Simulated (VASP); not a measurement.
# Al6N5 (a cell with a defect) in VASP: further runs

The runs below take Al6N5 (a cell with a defect) through single point, with PBEsol.

Everything below comes from runs of VASP 6.6.1. Logs are shortened: lines on timing, memory, paths and dates and some standing lists are left out, and cuts for length are marked.

### Step 1. The cell of the first run

The cell holds a defect, 11 atoms: a = 5.295 Å, b = 5.295 Å, c = 5.295 Å, α = 65.36°, β = 65.36°, γ = 65.36°.

### Step 2. Single point, PBEsol

Contents of INCAR:

```
PREC = Accurate ; ENCUT = 520
EDIFF = 1E-6 ; ISMEAR = 0
SIGMA = 0.05 ; LREAL = False
LASPH = True ; NELM = 60
ALGO = Normal ; ISIF = 2
LWAVE = False ; LCHARG = True
GGA = PS ; LELF = True
LVHAR = True ; NBANDS = 32
NELECT = 40.0
```

Contents of KPOINTS:

```
regular mesh
0
Gamma
  6 6 6
```

Contents of POSCAR:

```
Al6N5
1.0
   -3.3014697842      0.0000000000      4.1398709024
    1.6507348921     -2.8591567030      4.1398709024
    1.6507348921      2.8591567030      4.1398709024
Al N
6 5
Direct
    0.2500000000      0.9166666667      0.5833333333
    0.5833333333      0.2500000000      0.9166666667
    0.9166666667      0.5833333333      0.2500000000
    0.7500000000      0.0833333333      0.4166666667
    0.0833333333      0.4166666667      0.7500000000
    0.4166666667      0.7500000000      0.0833333333
    0.4166666667      0.0833333333      0.7500000000
    0.7500000000      0.4166666667      0.0833333333
    0.8092704865      0.2393701006      0.5243202936
    0.2500000000      0.5833333333      0.9166666667
    0.5833333333      0.9166666667      0.2500000000
```

Potentials or basis: VASP PAW PBE potentials, release 64 (Al, N).

The run is started by

```
> cat potpaw_PBE.64/Al/POTCAR potpaw_PBE.64/N/POTCAR > POTCAR
> mpirun -np 1 vasp_std > vasp.out
```

OUTCAR:

```text
PREC = Accurate
   ENCUT = 520
   EDIFF = 1E-6
   ISMEAR = 0
   LREAL = False
   LASPH = True
   NELM = 60
   ISIF = 2
   GGA = PS
   NELECT = 40.0

 ion  position               nearest neighbor table
   1  0.250  0.917  0.583-  11 1.91  10 1.91   7 2.07   9 2.30   4 2.81   4 2.81   5 2.81   6 2.81
                             5 2.81   6 2.81   2 3.30   3 3.30   2 3.30   3 3.30   2 3.30   3 3.30
   2  0.583  0.250  0.917-  10 1.91  11 1.91   9 1.93   8 2.07   7 2.07   6 2.81   6 2.81   4 2.81
                             5 2.81   5 2.81   4 2.81   3 3.30   1 3.30   1 3.30   3 3.30   1 3.30
   3  0.917  0.583  0.250-  10 1.91  11 1.91   9 1.93   8 2.07   5 2.81   5 2.81   4 2.81   6 2.81
                             6 2.81   4 2.81   2 3.30   1 3.30   1 3.30   1 3.30   2 3.30   2 3.30
   4  0.750  0.083  0.417-   9 1.37   7 1.91   8 1.91  11 2.07   1 2.81   1 2.81   3 2.81   2 2.81
                             3 2.81   2 2.81   5 3.30   6 3.30   6 3.30   5 3.30   6 3.30   5 3.30
   5  0.083  0.417  0.750-   8 1.91   7 1.91  10 2.07   3 2.81   3 2.81   1 2.81   2 2.81   2 2.81
                             1 2.81   6 3.30   4 3.30   4 3.30   6 3.30   6 3.30   4 3.30
   6  0.417  0.750  0.083-   8 1.91   7 1.91  10 2.07  11 2.07   2 2.81   2 2.81   3 2.81   1 2.81
                             3 2.81   1 2.81   5 3.30   4 3.30   4 3.30   4 3.30   5 3.30   5 3.30
   7  0.417  0.083  0.750-   4 1.91   6 1.91   5 1.91   2 2.07   1 2.07
   8  0.750  0.417  0.083-   5 1.91   6 1.91   4 1.91   3 2.07   2 2.07
   9  0.809  0.239  0.524-   4 1.37   2 1.93   3 1.93   1 2.30
  10  0.250  0.583  0.917-   2 1.91   3 1.91   1 1.91   5 2.07   6 2.07
  11  0.583  0.917  0.250-   1 1.91   2 1.91   3 1.91   4 2.07   6 2.07

  LATTYP: Found a trigonal (rhomboedric) cell.
 ALAT       =     5.2951141465
 COS(alpha) =     0.4168835952

  Lattice vectors:

 A1 = (  -3.3014697842,   0.0000000000,   4.1398709024)
 A2 = (   1.6507348921,  -2.8591567030,   4.1398709024)
 A3 = (   1.6507348921,   2.8591567030,   4.1398709024)

Analysis of symmetry for initial positions (statically):
=====================================================================
 Subroutine PRICEL returns:
 Original cell was already a primitive cell.

 Routine SETGRP: Setting up the symmetry group for a
 trigonal (rhombohedral) supercell.

 Subroutine GETGRP returns: Found  1 space group operations
 (whereof  1 operations were pure point group operations)
 out of a pool of 12 trial point group operations.

The static configuration has the point symmetry C_1 .

Analysis of symmetry for dynamics (positions and initial velocities):
=====================================================================
 Subroutine PRICEL returns:
 Original cell was already a primitive cell.

 Routine SETGRP: Setting up the symmetry group for a
 trigonal (rhombohedral) supercell.

 Subroutine GETGRP returns: Found  1 space group operations
 (whereof  1 operations were pure point group operations)
 out of a pool of 12 trial point group operations.

The dynamic configuration has the point symmetry C_1 .

 Subroutine INISYM returns: Found  1 space group operations
 (whereof  1 operations are pure point group operations),
 and found     1 'primitive' translations

----------------------------------------------------------------------------------------

                                     Primitive cell

  volume of cell :     117.2339

  direct lattice vectors                    reciprocal lattice vectors
    -3.301469784  0.000000000  4.139870902    -0.201930264  0.000000000  0.080517809
     1.650734892 -2.859156703  4.139870902     0.100965132 -0.174876739  0.080517809
     1.650734892  2.859156703  4.139870902     0.100965132  0.174876739  0.080517809

  length of vectors
     5.295114147  5.295114147  5.295114147     0.217391235  0.217391235  0.217391235

  position of ions in fractional coordinates (direct lattice)
     0.250000000  0.916666667  0.583333333
     0.583333333  0.250000000  0.916666667
     0.916666667  0.583333333  0.250000000
     0.750000000  0.083333333  0.416666667
     0.083333333  0.416666667  0.750000000
     0.416666667  0.750000000  0.083333333
     0.416666667  0.083333333  0.750000000
     0.750000000  0.416666667  0.083333333
     0.809270486  0.239370101  0.524320294
     0.250000000  0.583333333  0.916666667
     0.583333333  0.916666667  0.250000000

  ion indices of the primitive-cell ions
   primitive index   ion index
                 1           1
                 2           2
                 3           3
                 4           4
                 5           5
                 6           6
                 7           7
                 8           8
                 9           9
                10          10
                11          11

----------------------------------------------------------------------------------------

 KPOINTS: regular mesh

Automatic generation of k-mesh.
 Grid dimensions read from file:
 generate k-points for:    6    6    6

 Generating k-lattice:

  Cartesian coordinates                     Fractional coordinates (reciprocal lattice)
    -0.033655044  0.000000000  0.013419635     0.166666667  0.000000000  0.000000000
     0.016827522 -0.029146123  0.013419635     0.000000000  0.166666667  0.000000000
     0.016827522  0.029146123  0.013419635     0.000000000  0.000000000  0.166666667

  Length of vectors
     0.036231873  0.036231873  0.036231873

  Shift w.r.t. Gamma in fractional coordinates (k-lattice)
     0.000000000  0.000000000  0.000000000

 Subroutine IBZKPT returns following result:
 ===========================================

 Found    112 irreducible k-points:

 Following reciprocal coordinates:
            Coordinates               Weight
  0.000000  0.000000  0.000000      1.000000
  0.166667 -0.000000 -0.000000      2.000000
 -0.000000  0.166667 -0.000000      2.000000
 -0.000000 -0.000000  0.166667      2.000000
  0.333333  0.000000  0.000000      2.000000
  0.000000  0.333333 -0.000000      2.000000
[... 16 lines left out ...]
 -0.166667  0.500000 -0.000000      2.000000
  0.166667 -0.000000  0.500000      2.000000
 [... further k-points ...]
   k-points           NKPTS =    112   k-points in BZ     NKDIM =    112   number of bands    NBANDS=     32
   number of dos      NEDOS =    301   number of ions     NIONS =     11
   total plane-waves  NPLWV =  64000
   dimension x,y,z NGX =    40 NGY =   40 NGZ =   40
   dimension x,y,z NGXF=    80 NGYF=   80 NGZF=   80
   ions per type =               6   5
   NGX,Y,Z   is equivalent  to a cutoff of  12.56, 12.56, 12.56 a.u.
   NGXF,Y,Z  is equivalent  to a cutoff of  25.12, 25.12, 25.12 a.u.
 SYSTEM =  unknown system
   PREC   = accura    normal or accurate (medium, high low for compatibility)
   ISTART =      0    job   : 0-new  1-cont  2-samecut
   ICHARG =      2    charge: 1-file 2-atom 10-const
   ISPIN  =      1    spin polarized calculation?
   LNONCOLLINEAR =      F non collinear calculations
   LSORBIT =      F    spin-orbit coupling
   LASPH  =      T    aspherical Exc in radial PAW
   ENCUT  =  520.0 eV  38.22 Ry    6.18 a.u.   9.85  9.85  9.85*2*pi/ulx,y,z
   NELM   =     60;   NELMIN=  2; NELMDL= -5     # of ELM steps
   EDIFF  = 0.1E-05   stopping-criterion for ELM
   LREAL  =      F    real-space projection
   EDIFFG = 0.1E-04   stopping-criterion for IOM
   NSW    =      0    number of steps for IOM
   IBRION =     -1    ionic relax: 0-MD 1-quasi-New 2-CG
   NFREE  =      0    steps in history (QN), initial steepest desc. (CG)
   ISIF   =      2    stress and relaxation
   ISYM   =      2    0-nonsym 1-usesym 2-fastsym
   POTIM  = 0.5000    time-step for ionic-motion
   TEBEG  =    0.0;   TEEND  =   0.0 temperature during run
   PSTRESS=    0.0 pullay stress
   NELECT =      40.0000    total number of electrons
   NUPDOWN=      -1.0000    fix difference up-down
   EMIN   =  10.00;   EMAX   =-10.00  energy-range for DOS
   EFERMI =   0.00;   METHOD = LEGACY
   ISMEAR =     0;   SIGMA  =   0.05  broadening in eV -4-tet -1-fermi 0-gaus
   EFERMI_NEDOS =   21; number of points for ismear=-14 and -15
   IALGO  =     38    algorithm
   IMIX   =      4    mixing-type and parameters
     AMIX     =   0.40;   BMIX     =  1.00
     AMIX_MAG =   1.60;   BMIX_MAG =  1.00
  volume/ion in A,a.u.               =      10.66        71.92
  Fermi-wavevector in a.u.,A,eV,Ry     =   1.143959  2.161769 17.805152  1.308642
  Thomas-Fermi vector in A             =   2.280652
   LORBIT       =      0    0 simple, 1 ext, 2 COOP (PROOUT), +10 PAW based schemes
   GGA     = PS    functional components
   LHFCALC =     F    Hartree Fock is set to
   AEXX    =    0.0000 exact exchange contribution
   IVDW    =     0    specifies the selected vdW correction
   LEPSILON=     F    determine dielectric tensor
   LRPA    =     F    only Hartree local field effects (RPA)
 non-spin polarized calculation
 Gauss-broadening in eV      SIGMA  =   0.05
  energy-cutoff  :      520.00
  volume of cell :      117.23
 maximum number of plane-waves:      3199
   NGX = 19   NGY = 19   NGZ = 19

 number of electron      40.0000000 magnetization

 Free energy of the ion-electron system (eV)
  ---------------------------------------------------
  ext. energy  EPLUGINS =         0.00000000
  ---------------------------------------------------
  free energy    TOTEN  =       -95.19806978 eV

  energy without entropy =      -95.19499342  energy(sigma->0) =      -95.19653160

 E-fermi :   6.7616     XC(G=0): -10.7516

 val. band max:        6.7557365069   @ k =  -0.0000   0.1667   0.1667
 cond. band min:       6.7639283216   @ k =   0.0000   0.3333   0.3333
 fundamental gap:      0.0081918147
 Fermi energy:         6.7615589631

 k-point     1 :       0.0000    0.0000    0.0000
  band No.  band energies     occupation
      1      -9.2163      2.00000
      2      -7.0460      2.00000
      3      -6.5919      2.00000
      4      -6.5828      2.00000
      5      -5.5910      2.00000
      6       0.6664      2.00000
[... 24 lines left out ...]
     31      16.1143      0.00000
     32      16.3222      0.00000

 k-point     2 :       0.1667   -0.0000   -0.0000
  band No.  band energies     occupation
      1      -9.1290      2.00000
      2      -7.1563      2.00000
      3      -6.7385      2.00000
      4      -6.4790      2.00000
      5      -5.5967      2.00000
      6       0.4384      2.00000
[... 24 lines left out ...]
     31      16.1010      0.00000
     32      16.4151      0.00000

 k-point     3 :      -0.0000    0.1667   -0.0000
  band No.  band energies     occupation
      1      -9.1229      2.00000
      2      -7.1915      2.00000
      3      -6.6887      2.00000
      4      -6.4862      2.00000
      5      -5.6257      2.00000
      6       0.5415      2.00000
[... 24 lines left out ...]
     31      16.0068      0.00000
     32      16.4270      0.00000

 k-point     4 :      -0.0000   -0.0000    0.1667
  band No.  band energies     occupation
      1      -9.1098      2.00000
      2      -7.2848      2.00000
      3      -6.6659      2.00000
      4      -6.4164      2.00000
      5      -5.6309      2.00000
      6       0.6379      2.00000
[... 654 lines left out ...]
     31      15.8643      0.00000
     32      16.3186      0.00000

 k-point    23 :      -0.1667    0.5000   -0.0000
  band No.  band energies     occupation
      1      -8.6514      2.00000
      2      -7.7082      2.00000
      3      -6.9146      2.00000
      4      -6.4273      2.00000
      5      -5.7321      2.00000
      6       0.4067      2.00000
[... 24 lines left out ...]
     31      15.4781      0.00000
     32      15.8919      0.00000

 k-point    24 :       0.1667   -0.0000    0.5000
  band No.  band energies     occupation
      1      -8.5124      2.00000
      2      -8.0023      2.00000
      3      -6.8788      2.00000
      4      -6.1416      2.00000
      5      -5.8818      2.00000
      6       0.4602      2.00000
[... 24 lines left out ...]
     31      15.5917      0.00000
     32      16.2829      0.00000

 [... further k-points ...]
[... 5 lines left out ...]
  --------------------------------------------------------------------------------------
  -------------------------------------------------------------------------------------
  Total      -30.8882515    -28.0985185      4.8668521      1.4328685     -5.8196628      8.0514903
  in kB     -422.1342287   -384.0083482     66.5128253     19.5822944    -79.5344107    110.0356762
  external PRESSURE =    -246.5432505 kB  Pullay stress =       0.0000000 kB

 VOLUME and BASIS-vectors are now :
 -----------------------------------------------------------------------------
  energy-cutoff  :      520.00
  volume of cell :      117.23
      direct lattice vectors                 reciprocal lattice vectors
    -3.301469784  0.000000000  4.139870902    -0.201930264  0.000000000  0.080517809
     1.650734892 -2.859156703  4.139870902     0.100965132 -0.174876739  0.080517809
     1.650734892  2.859156703  4.139870902     0.100965132  0.174876739  0.080517809

 POSITION                                       TOTAL-FORCE (eV/Angst)
 -----------------------------------------------------------------------------------
      1.65073     -0.95305      7.24477         0.110224     -0.177681      1.793789
      0.00000      1.90610      7.24477         0.388431      0.143584     -0.111765
     -1.65073     -0.95305      7.24477         0.252808     -0.391580     -2.403100
     -1.65073      0.95305      5.17484        -3.218583      2.068025    -28.324348
      1.65073      0.95305      5.17484         0.124600      1.494427      1.551281
     -0.00000     -1.90610      5.17484        -1.624585     -0.749239      0.111333
     -0.00000      1.90610      5.17484         2.168519      0.545234     -1.996755
     -1.65073     -0.95305      5.17484        -0.995821     -2.173001     -2.010695
     -1.41113      0.81472      6.51185         1.781046     -0.886997     31.550842
      1.65073      0.95305      7.24477         0.827994     -0.462638      0.086454
      0.00000     -1.90610      7.24477         0.185368      0.589865     -0.247036
 -----------------------------------------------------------------------------------
    total drift:                               -0.000176      0.000195     -0.001288

  FREE ENERGIE OF THE ION-ELECTRON SYSTEM (eV)
  ---------------------------------------------------
  free  energy   TOTEN  =       -95.1980697756 eV

  energy  without entropy=      -95.1949934173  energy(sigma->0) =      -95.19653160
```

It took 4 min on 1 thread of Intel Xeon 6975P-C (Granite Rapids), shared host; peak memory 0.43 GiB.

Results:

* Free energy: -95.1981 eV
* Largest force: 31.614 eV/Å

Forces on the atoms (eV/Å):
```
Al    0.110  -0.178   1.794
Al    0.388   0.144  -0.112
Al    0.253  -0.392  -2.403
Al   -3.219   2.068 -28.324
Al    0.125   1.494   1.551
Al   -1.625  -0.749   0.111
N     2.169   0.545  -1.997
N    -0.996  -2.173  -2.011
N     1.781  -0.887  31.551
N     0.828  -0.463   0.086
N     0.185   0.590  -0.247
```

Levels at points of the mesh, in eV from the Fermi level:
| k point | band 18 | band 19 | band 20 | band 21 | band 22 | band 23 |
| --- | --- | --- | --- | --- | --- | --- |
| (0.00, 0.00, 0.00) | -0.69 | -0.45 | 0.15 | 0.27 | 3.16 | 4.29 |
| (0.50, 0.00, 0.00) | -1.02 | -0.39 | -0.21 | 0.18 | 3.02 | 3.51 |
| (0.00, 0.50, 0.00) | -0.94 | -0.59 | -0.48 | 0.23 | 2.64 | 4.12 |
| (0.00, 0.00, 0.50) | -1.25 | -0.75 | -0.05 | 0.67 | 2.77 | 3.63 |
| (0.50, 0.50, 0.00) | -1.16 | -0.71 | -0.49 | 0.29 | 3.28 | 4.24 |
| (0.50, 0.00, 0.50) | -0.87 | -0.71 | -0.13 | 0.32 | 3.30 | 3.65 |
| (0.00, 0.50, 0.50) | -1.26 | -0.53 | -0.38 | -0.09 | 3.22 | 3.72 |
| (0.50, 0.50, 0.50) | -1.65 | -1.39 | -0.63 | 0.67 | 3.10 | 3.51 |

Caveat: the cell carries a net charge on a neutralising background, which shifts energy and pressure; the cell differs from its parent crystal (atoms taken out, atom 9 moved 0.125 of the way to it and -0.700 Å across, host rigid); the cell is charged against a uniform background, so pressure and absolute levels hang on convention; the PAW data sets were made with another functional, which shifts forces and pressure a little.

### Step 3. Single point, PBEsol

Contents of INCAR:

```
SYSTEM = Al6N5
ALGO = Normal ; EDIFF = 1E-6
ENCUT = 520 ; GGA = PS
ISIF = 2 ; ISMEAR = 0
LASPH = .TRUE. ; LCHARG = .FALSE.
LREAL = .FALSE. ; LWAVE = .FALSE.
NBANDS = 32 ; NELECT = 40.0
NELM = 100 ; PREC = Accurate
SIGMA = 0.05
```

Contents of KPOINTS:

```
k-points
0
G
  6 6 6
  0 0 0
```

POSCAR: that of step 2 with these lines changed.

```diff
@@ -16,3 +16,3 @@
     0.7500000000      0.4166666667      0.0833333333
-    0.8092704865      0.2393701006      0.5243202936
+    0.8733852432      0.2134350503      0.5434101468
     0.2500000000      0.5833333333      0.9166666667
```

Potentials or basis: VASP PAW PBE potentials, release 64 (Al, N).

The run is started by

```
> cat potpaw_PBE.64/Al/POTCAR potpaw_PBE.64/N/POTCAR > POTCAR
> mpirun -np 1 vasp_std > vasp.out
```

It took 3.2 min on 1 thread of Intel Xeon 6975P-C (Granite Rapids), shared host; peak memory 0.44 GiB.

It converged, with:

```
Free energy   : -100.4389 eV
Largest force : 12.324 eV/Å
```

Forces on the atoms (eV/Å):
```
Al   0.473 -0.245  2.344
Al  -0.253  0.046 -0.293
Al  -0.053  0.087 -3.088
Al   1.866 -0.983 -9.190
Al   0.027  2.136  0.837
Al  -1.962 -1.048  0.057
N    1.527  0.129 -1.207
N   -0.582 -1.489 -1.535
N   -1.667  0.871 12.179
N    0.612 -0.410  0.013
N    0.014  0.907 -0.117
```

Levels at points of the mesh, in eV from the Fermi level:
| k point | band 16 | band 17 | band 18 | band 19 | band 20 | band 21 | band 22 | band 23 | band 24 | band 25 |
| --- | --- | --- | --- | --- | --- | --- | --- | --- | --- | --- |
| (0.00, 0.00, 0.00) | -1.96 | -1.56 | -0.71 | -0.40 | 0.09 | 0.31 | 3.56 | 4.34 | 5.61 | 5.81 |
| (0.50, 0.00, 0.00) | -2.01 | -1.31 | -1.02 | -0.40 | -0.29 | 0.11 | 3.08 | 4.14 | 4.86 | 6.13 |
| (0.00, 0.50, 0.00) | -2.20 | -1.26 | -0.91 | -0.59 | -0.47 | 0.18 | 2.97 | 4.23 | 4.89 | 6.57 |
| (0.00, 0.00, 0.50) | -1.83 | -1.37 | -1.14 | -0.58 | -0.15 | 0.41 | 3.00 | 4.22 | 4.37 | 6.62 |
| (0.50, 0.50, 0.00) | -2.06 | -1.62 | -1.30 | -0.53 | -0.40 | 0.09 | 3.48 | 4.15 | 4.83 | 5.88 |
| (0.50, 0.00, 0.50) | -2.04 | -1.68 | -1.06 | -0.63 | -0.15 | 0.06 | 3.72 | 3.91 | 4.30 | 5.84 |
| (0.00, 0.50, 0.50) | -2.09 | -1.67 | -1.27 | -0.49 | -0.27 | 0.06 | 3.36 | 4.08 | 4.48 | 5.55 |
| (0.50, 0.50, 0.50) | -1.85 | -1.78 | -1.67 | -1.39 | -1.01 | 0.93 | 3.35 | 3.65 | 4.16 | 6.74 |

Caveat: the cell carries a net charge on a neutralising background, which shifts energy and pressure; the cell differs from its parent crystal (atoms taken out, atom 9 moved 0.125 of the way to it and -0.350 Å across, host rigid); the cell is charged against a uniform background, so pressure and absolute levels hang on convention; the PAW data sets were made with another functional, which shifts forces and pressure a little.

(Part 1 of 2 ends here.)
